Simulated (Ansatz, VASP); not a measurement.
# Two plane-wave programs on Y3N2

INCAR

```
SYSTEM = Y3N2
PREC = Accurate
ENCUT = 600
EDIFF = 1E-6
ISMEAR = 0
SIGMA = 0.1
LREAL = .FALSE.
LASPH = .TRUE.
NELM = 100
ALGO = Normal
ISIF = 3
LWAVE = .FALSE.
LCHARG = .FALSE.
GGA = PE
IBRION = 2
NSW = 100
EDIFFG = -0.01
```

Contents of KPOINTS:

```
Automatic mesh
0
G
  12 12 4
  0 0 0
```

Contents of POSCAR:

```
Y3N2
1.0
    3.4285502932      0.0000000000      0.0000000000
   -1.7142751466      2.9692116520      0.0000000000
    0.0000000000      0.0000000000     12.5847333441
Y N
3 2
Direct
    0.0000000000      0.0000000000      0.2268347405
    0.0000000000      0.0000000000      0.7731652595
    0.0000000000      0.0000000000      0.5000000000
    0.0000000000      0.0000000000      0.0458417570
    0.0000000000      0.0000000000      0.9541582430
```

Input for Ansatz:

```yaml
crystal:
  lattice:
    - [3.4285502932, 0.0, 0.0]
    - [-1.7142751466, 2.969211652, 0.0]
    - [0.0, 0.0, 12.5847333441]
  atoms:
    - { symbol: "Y", position: [0.0, 0.0, 0.2268347405] }
    - { symbol: "Y", position: [0.0, 0.0, 0.7731652595] }
    - { symbol: "Y", position: [0.0, 0.0, 0.5] }
    - { symbol: "N", position: [0.0, 0.0, 0.045841757] }
    - { symbol: "N", position: [0.0, 0.0, 0.954158243] }
basis:
  ecutwfc: 420
kpoints:
  mp_grid: { grid: [12, 12, 4] }
hamiltonian:
  xc: pbe
scf:
  occupations: { method: gaussian, width: 0.1 }
output:
  forces: true
  stress: true
  eigenvalues: true
  write_density: true
  write_potential: true
  elf: true
  volumetric_format: npy
relax:
  adjacent_minimum: "off"
  f_tol: 0.01
  max_steps: 80
  cell: { stress_tol: 0.05 }
```

Alike in both runs: task relaxation of cell and atoms; functional PBE; k mesh 12 × 12 × 4; occupations gaussian, width 0.1 eV; no spin polarisation.

```csv
,VASP,Ansatz
version,VASP 6.6.1,Ansatz 0.2.0
potentials or method,"VASP PAW PBE potentials, release 64 (Y_sv, N), cutoff 600 eV","scalar-relativistic, plane waves, PAW"
valence electrons in the cell,43,43
```

```tsv
	VASP	Ansatz	Ansatz less VASP
gap on the k mesh at the Fermi level, each at its own relaxed structure (eV)	none	none	-
relaxed volume (Å³/atom)	25.58	25.69	+0.110
relaxed cell length with the largest relative difference (Å)	12.687	12.705	+0.0184
```

A gap of «none» marks a metal or a gap that the smearing closes.

Noted on VASP's run: the standard files for N, O and F lose accuracy on very short bonds.
